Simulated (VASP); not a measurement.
# Mg3Sb2 (P-3m1) in VASP: a series of runs

Runs on Mg3Sb2. Level: PBE. Tasks: vibrations by perturbation theory.

All numbers are computed with VASP 6.6.1; they aren't measurements. Logs are shortened: lines on timing, memory, paths and dates and some standing lists are left out, and cuts for length are marked.

### 1 The cell of the first run

It takes space group P-3m1 (No. 164, trigonal). The conventional cell has a = 4.612 Å, b = 4.612 Å, c = 7.292 Å, α = 90.00°, β = 90.00°, γ = 120.00°. Within 3.8 Å of Mg (site symmetry 3m) lie 4 Sb at 2.84 to 2.88 Å and 6 Mg at 3.27 to 3.79 Å. Mg (site symmetry -3m) has 6 Sb at 3.17 Å and 6 Mg at 3.79 Å within 4.2 Å. Within 3.7 Å of Sb (site symmetry 3m) lie 7 Mg at 2.84 to 3.17 Å.

### 2 Vibrations by perturbation theory, PBE

The input, INCAR:

```
PREC = Accurate ; ENCUT = 600
EDIFF = 1E-8 ; ISMEAR = 0
SIGMA = 0.01 ; LREAL = False
LASPH = True ; NELM = 120
ALGO = Normal ; ISIF = 2
LWAVE = False ; LCHARG = False
GGA = PE ; NBANDS = 16
IBRION = 8 ; NSW = 1
GGA_COMPAT = False
```

The input, KPOINTS:

```
Automatic mesh
0
Gamma
  5 5 3
```

The input, POSCAR:

```
Mg3Sb2
1.0
    4.6123452552      0.0000000000      0.0000000000
   -2.3061726276      3.9944081619      0.0000000000
    0.0000000000      0.0000000000      7.2919749081
Mg Sb
3 2
Direct
    0.3333333333      0.6666666667      0.6300000000
    0.6666666667      0.3333333333      0.3700000000
    0.0000000000      0.0000000000      0.0000000000
    0.3333333333      0.6666666667      0.2350000000
    0.6666666667      0.3333333333      0.7650000000
```

Potentials or basis: VASP PAW PBE potentials, release 64 (Mg, Sb).

Command:

```bash
$ cat potpaw_PBE.64/Mg/POTCAR potpaw_PBE.64/Sb/POTCAR > POTCAR
$ mpirun -np 1 vasp_std > vasp.out
```

OUTCAR:

```text
PREC = Accurate
   ENCUT = 600
   EDIFF = 1E-8
   ISMEAR = 0
   LREAL = False
   LASPH = True
   NELM = 120
   ISIF = 2
   GGA = PE
   IBRION = 8
   NSW = 1

 ion  position               nearest neighbor table
   1  0.333  0.667  0.630-   5 2.84   5 2.84   5 2.84   4 2.88   2 3.27   2 3.27   2 3.27
   2  0.667  0.333  0.370-   4 2.84   4 2.84   4 2.84   5 2.88   1 3.27   1 3.27   1 3.27
   3  0.000  0.000  0.000-   4 3.17   5 3.17   4 3.17   5 3.17   5 3.17   4 3.17
   4  0.333  0.667  0.235-   2 2.84   2 2.84   2 2.84   1 2.88   3 3.17   3 3.17   3 3.17
   5  0.667  0.333  0.765-   1 2.84   1 2.84   1 2.84   2 2.88   3 3.17   3 3.17   3 3.17

  LATTYP: Found a hexagonal cell.
 ALAT       =     4.6123452552
 C/A-ratio  =     1.5809690092

  Lattice vectors:

 A1 = (   4.6123452552,   0.0000000000,   0.0000000000)
 A2 = (  -2.3061726276,   3.9944081619,   0.0000000000)
 A3 = (   0.0000000000,   0.0000000000,   7.2919749081)

Analysis of symmetry for initial positions (statically):
=====================================================================
 Subroutine PRICEL returns:
 Original cell was already a primitive cell.

 Routine SETGRP: Setting up the symmetry group for a
 hexagonal supercell.

 Subroutine GETGRP returns: Found 12 space group operations
 (whereof 12 operations were pure point group operations)
 out of a pool of 24 trial point group operations.

The static configuration has the point symmetry D_3d.

Analysis of symmetry for dynamics (positions and initial velocities):
=====================================================================
 Subroutine PRICEL returns:
 Original cell was already a primitive cell.

 Routine SETGRP: Setting up the symmetry group for a
 hexagonal supercell.

 Subroutine GETGRP returns: Found 12 space group operations
 (whereof 12 operations were pure point group operations)
 out of a pool of 24 trial point group operations.

The dynamic configuration has the point symmetry D_3d.

 Subroutine INISYM returns: Found 12 space group operations
 (whereof 12 operations are pure point group operations),
 and found     1 'primitive' translations

----------------------------------------------------------------------------------------

                                     Primitive cell

  volume of cell :     134.3444

  direct lattice vectors                    reciprocal lattice vectors
     4.612345255  0.000000000  0.000000000     0.216809442  0.125174990  0.000000000
    -2.306172628  3.994408162  0.000000000     0.000000000  0.250349979  0.000000000
     0.000000000  0.000000000  7.291974908     0.000000000  0.000000000  0.137137060

  length of vectors
     4.612345255  4.612345255  7.291974908     0.250349979  0.250349979  0.137137060

  position of ions in fractional coordinates (direct lattice)
     0.333333333  0.666666667  0.630000000
     0.666666667  0.333333333  0.370000000
[... 361 lines left out ...]
  -------------------------------------------------------------------------------------
  Total       -0.1364757     -0.1364757      0.3941506      0.0000000      0.0000000      0.0000000
  in kB       -1.6275953     -1.6275953      4.7006008      0.0000000      0.0000000      0.0000000
  external PRESSURE =       0.4818034 kB  Pullay stress =       0.0000000 kB

 VOLUME and BASIS-vectors are now :
 -----------------------------------------------------------------------------
  energy-cutoff  :      600.00
  volume of cell :      134.34
      direct lattice vectors                 reciprocal lattice vectors
     4.612345255  0.000000000  0.000000000     0.216809442  0.125174990  0.000000000
    -2.306172628  3.994408162  0.000000000     0.000000000  0.250349979  0.000000000
     0.000000000  0.000000000  7.291974908     0.000000000  0.000000000  0.137137060

 POSITION                                       TOTAL-FORCE (eV/Angst)
 -----------------------------------------------------------------------------------
     -0.00000      2.66294      4.59394        -0.000000     -0.000000      0.144233
      2.30617      1.33147      2.69803        -0.000000      0.000000     -0.144233
      0.00000      0.00000      0.00000        -0.000000      0.000000      0.000000
     -0.00000      2.66294      1.71361         0.000000     -0.000000     -0.411460
      2.30617      1.33147      5.57836        -0.000000      0.000000      0.411460
 -----------------------------------------------------------------------------------
    total drift:                                0.000000     -0.000000     -0.000000

  FREE ENERGIE OF THE ION-ELECTRON SYSTEM (eV)
  ---------------------------------------------------
  free  energy   TOTEN  =       -14.5622216849 eV

  energy  without entropy=      -14.5622216849  energy(sigma->0) =      -14.56222168

[... ionic steps 2 to 12 ...]

--------------------------------------- Ionic step       13  -------------------------------------------

------------------------ aborting loop because EDIFF is reached ----------------------------------------

[... ionic steps 14 to 14 ...]

--------------------------------------- Ionic step       15  -------------------------------------------

 Free energy of the ion-electron system (eV)
  ---------------------------------------------------
  ---------------------------------------------------
  free energy    TOTEN  =        -0.03568521 eV

  energy without entropy =       -0.03568521

------------------------ aborting loop because EDIFF is reached ----------------------------------------

 INTERNAL STRAIN TENSOR  FOR ION    4  DIRECTION 3   (eV/Angst):
 -----------------------------------------------------------------------------
     2.03214  0.00000 -0.00000
    -0.00000  2.03214  0.00000
     0.00000  0.00000  5.57707

 INTERNAL STRAIN TENSOR FOR ION    5 for displacements in x,y,z  (eV/Angst):
          X           Y           Z          XY          YZ          ZX
  --------------------------------------------------------------------------------
  x     0.00000     0.00000     0.00000     4.19328     0.00000    -3.95478
  y     4.19328    -4.19328     0.00000     0.00000    -4.35534     0.00000
  z    -2.03214    -2.03214    -5.57707    -0.00000     0.00000     0.00000

 SECOND DERIVATIVES (NOT SYMMETRIZED)
 ------------------------------------
               1X          1Y          1Z          2X          2Y          2Z          3X          3Y          3Z          4X          4Y          4Z          5X          5Y          5Z
  1X    -4.094164    0.000000    0.000000    0.522391    0.000000    0.000000    0.160736    0.000000    0.000000    0.296418    0.000000    0.000000    3.114619    0.000000    0.000000
  1Y     0.000000   -4.094164    0.000000   -0.000000    0.522391   -0.000000   -0.000000    0.160736    0.000000    0.000000    0.296418   -0.000000    0.000000    3.114619   -0.000000
  1Z     0.000000   -0.000000   -4.339856    0.000000    0.000000    0.060423    0.000000    0.000000    1.229119    0.000000    0.000000    2.273307    0.000000   -0.000000    0.777008
  2X     0.522391    0.000000    0.000000   -4.094164    0.000000    0.000000    0.160736    0.000000    0.000000    3.114619    0.000000    0.000000    0.296418    0.000000    0.000000
  2Y    -0.000000    0.522391   -0.000000    0.000000   -4.094164    0.000000   -0.000000    0.160736    0.000000    0.000000    3.114619   -0.000000    0.000000    0.296418   -0.000000
  2Z     0.000000    0.000000    0.060423    0.000000   -0.000000   -4.339856    0.000000    0.000000    1.229119    0.000000   -0.000000    0.777008    0.000000    0.000000    2.273307
  3X     0.160923    0.000000    0.000000    0.160923    0.000000    0.000000   -0.722228    0.000000    0.000000    0.200191    0.000000    0.000000    0.200191    0.000000    0.000000
  3Y     0.000000    0.160923    0.000000    0.000000    0.160923    0.000000    0.000000   -0.722228    0.000000    0.000000    0.200191    0.000000    0.000000    0.200191    0.000000
  3Z     0.000000    0.000000    1.229272   -0.000000    0.000000    1.229272    0.000000    0.000000   -2.362122    0.000000   -0.000000   -0.048211   -0.000000   -0.000000   -0.048211
  4X     0.296334    0.000000    0.000000    3.115581    0.000000    0.000000    0.200779    0.000000    0.000000   -3.782588    0.000000    0.000000    0.169894    0.000000    0.000000
  4Y     0.000000    0.296334    0.000000    0.000000    3.115581    0.000000   -0.000000    0.200779    0.000000    0.000000   -3.782588   -0.000000    0.000000    0.169894    0.000000
  4Z    -0.000000    0.000000    2.276015   -0.000000    0.000000    0.773984   -0.000000   -0.000000   -0.047039   -0.000000   -0.000000   -4.720399    0.000000    0.000000    1.717438
  5X     3.115581    0.000000    0.000000    0.296334    0.000000    0.000000    0.200779    0.000000    0.000000    0.169894    0.000000    0.000000   -3.782588    0.000000    0.000000
  5Y     0.000000    3.115581    0.000000    0.000000    0.296334    0.000000   -0.000000    0.200779    0.000000    0.000000    0.169894    0.000000    0.000000   -3.782588   -0.000000
  5Z    -0.000000    0.000000    0.773984   -0.000000    0.000000    2.276015   -0.000000   -0.000000   -0.047039    0.000000    0.000000    1.717438   -0.000000   -0.000000   -4.720399

 Eigenvectors and eigenvalues of the dynamical matrix
 ----------------------------------------------------

   1 f  =    7.500643 THz    47.127929 2PiTHz  250.194513 cm-1    31.020152 meV
             X         Y         Z           dx          dy          dz
     -0.000000  2.662939  4.593944     0.000000    0.000000    0.604534
      2.306173  1.331469  2.698031    -0.000000   -0.000000    0.604534
      0.000000  0.000000  0.000000    -0.000000   -0.000000   -0.461922
     -0.000000  2.662939  1.713614     0.000000    0.000000   -0.166892
      2.306173  1.331469  5.578361    -0.000000   -0.000000   -0.166892
[... 105 lines left out ...]
  15 f/i=    0.000666 THz     0.004186 2PiTHz    0.022222 cm-1     0.002755 meV
             X         Y         Z           dx          dy          dz
     -0.000000  2.662939  4.593944     0.000000   -0.000000   -0.277175
      2.306173  1.331469  2.698031     0.000000   -0.000000   -0.277175
      0.000000  0.000000  0.000000     0.000000   -0.000000   -0.277297
     -0.000000  2.662939  1.713614     0.000000   -0.000000   -0.620264
      2.306173  1.331469  5.578361     0.000000   -0.000000   -0.620264

--------------------------------------------------------------------------------------------------------

 ELASTIC MODULI CONTR FROM IONIC RELAXATION (kBar)
 Direction    XX          YY          ZZ          XY          YZ          ZX
 --------------------------------------------------------------------------------
 XX        -170.8924     91.8725     -4.9165     -0.0000    101.3616      0.0000
 YY          91.8725   -170.8924     -4.9165      0.0000   -101.3616     -0.0000
 ZZ          -4.9165     -4.9165   -172.0074      0.0000     -0.0000     -0.0000
 XY          -0.0000      0.0000      0.0000   -131.3824     -0.0000     96.1015
 YZ         101.3616   -101.3616     -0.0000     -0.0000   -117.5702      0.0000
 ZX           0.0000     -0.0000     -0.0000     96.1015      0.0000    -95.0082
 --------------------------------------------------------------------------------
```

It took 9.7 min on 1 thread of Intel Xeon Platinum 8488C (Sapphire Rapids), shared host; peak memory 0.56 GiB.

Results:

```yaml
Highest_phonon_frequency_at_Γ: 250 cm⁻¹
```

Phonon frequencies in cm⁻¹ (negative: imaginary):
| q point | frequencies |
| --- | --- |
| (0.000, 0.000, 0.000) | 0 0 0 68 68 93 93 113 136 218 218 225 236 236 250 |

Caveat: spin-orbit coupling is left out, which moves the levels of the heavy elements.

[end of part 1 of 2]
